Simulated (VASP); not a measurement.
A run of VASP 6.6.1 is set up as follows.

The input INCAR:

```
ALGO = Fast ; EDIFF = 1E-6
ENCUT = 520 ; GGA = PE
ISIF = 2 ; ISMEAR = -1
LASPH = T ; LCHARG = F
LREAL = F ; LWAVE = F
NBANDS = 18 ; NELM = 60
PREC = Accurate ; SIGMA = 0.05
```

KPOINTS

```
k-points
0
Gamma
  6 6 6
```

File POSCAR:

```
BaY
1.0
    4.1981734277      0.0000000000      0.0000000000
    0.0000000000      4.1981734277      0.0000000000
    0.0000000000      0.0000000000      4.4149365509
Ba Y
1 1
Direct
    0.0000000000      0.0000000000      0.0000000000
    0.5000000000      0.5000000000      0.5000000000
```

Potentials or basis: VASP PAW PBE potentials, release 64 (Ba_sv, Y_sv).

Run with:

```console
$ cat potpaw_PBE.64/Ba_sv/POTCAR potpaw_PBE.64/Y_sv/POTCAR > POTCAR
$ mpirun -np 1 vasp_std > vasp.out
```

What does it give for the pressure?

2.5 GPa.

Stress tensor (GPa, compression positive):
```
2.62 0.00 0.00
0.00 2.62 0.00
0.00 0.00 2.22
```
